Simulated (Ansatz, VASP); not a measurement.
## VSi in VASP and in Ansatz

```
V Si
1.0
     2.60653    0.00000    0.00000
     0.00000    2.60653    0.00000
     0.00000    0.00000    3.74683
V Si
1 1
Cartesian
  1.3033 1.3033 1.8734
  0.0000 0.0000 0.0000
```

Alike in both runs: functional PBE; k mesh 6 × 6 × 6; occupations gaussian, width 0.1 eV; no spin polarisation.

Ansatz relaxed the structure, and its values are those at the end. VASP's run is a single point on that final structure, the one shown.

```csv
,VASP,Ansatz
version,VASP 6.6.1,Ansatz 0.2.0
potentials or method,"VASP PAW PBE potentials, release 64 (V_sv, Si), cutoff 520 eV","scalar-relativistic, plane waves, PAW"
valence electrons in the cell,17,17
```

```tsv
	VASP	Ansatz	Ansatz less VASP
gap on the k mesh at the Fermi level (eV)	none	none	-
pressure (GPa)	0.2	0.1	-0.07
```

A gap of «none» marks a metal or a gap that the smearing closes. The functional is the same, so the differences come from potentials, cutoffs and numerics.

The k mesh is coarse, so the values compare programs but aren't converged.
